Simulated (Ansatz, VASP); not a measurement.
One calculation of SrTiO3, two programs

The input INCAR:

```
  ALGO = Normal
  EDIFF = 1E-6
  ENCUT = 520
  GGA = PS
  ISIF = 2
  ISMEAR = 0
  LASPH = True
  LCHARG = True
  LELF = True
  LREAL = False
  LVHAR = True
  LWAVE = False
  NBANDS = 28
  NELM = 100
  PREC = Accurate
  SIGMA = 0.05
```

The input KPOINTS:

```
k-points
0
Gamma
  8 8 8
```

The input POSCAR:

```
SrTiO3
1.0
    4.0078537395      0.0000000000      0.0000000000
    0.0000000000      4.0078537395      0.0000000000
    0.0000000000      0.0000000000      3.8911201354
Sr Ti O
1 1 3
Direct
    0.0000000000      0.0000000000      0.0000000000
    0.5000000000      0.5000000000      0.5000000000
    0.0000000000      0.5000000000      0.5000000000
    0.5000000000      0.0000000000      0.5000000000
    0.5000000000      0.5000000000      0.0000000000
```

Input for Ansatz:

```yaml
crystal:
  lattice:
    - [4.0078537395, 0.0, 0.0]
    - [0.0, 4.0078537395, 0.0]
    - [0.0, 0.0, 3.8911201354]
  atoms:
    - { symbol: Sr, position: [0.0, 0.0, 0.0] }
    - { symbol: Ti, position: [0.5, 0.5, 0.5] }
    - { symbol: O, position: [0.0, 0.5, 0.5] }
    - { symbol: O, position: [0.5, 0.0, 0.5] }
    - { symbol: O, position: [0.5, 0.5, 0.0] }
basis:
  ecutwfc: 420
kpoints:
  mp_grid: { grid: [8, 8, 8] }
hamiltonian:
  xc: pbesol
scf:
  occupations: { method: gaussian, width: 0.05 }
output:
  forces: true
  stress: true
  eigenvalues: true
```

Change from the starting cell: strain +0.030 along x and y, +0.000 along z, atoms carried along.

Alike in both runs: task single point; functional PBEsol; k mesh 8 × 8 × 8; occupations gaussian, width 0.05 eV; no spin polarisation.

```csv
,VASP,Ansatz
version,VASP 6.6.1,Ansatz 0.2.0
potentials or method,"VASP PAW PBE potentials, release 64 (Sr_sv, Ti_sv, O), cutoff 520 eV","scalar-relativistic, plane waves, PAW"
valence electrons in the cell,40,40
```

```tsv
	VASP	Ansatz	Ansatz less VASP
gap on the k mesh at the Fermi level (eV)	1.67	1.70	+0.032
least direct gap on the mesh (eV)	2.05	2.08	+0.024
pressure (GPa)	-8.8	-9.4	-0.64
traceless stress, the component that is largest in VASP (GPa)	3.94	3.88	-0.057
```

VASP's potentials were made for PBE, not for PBEsol.
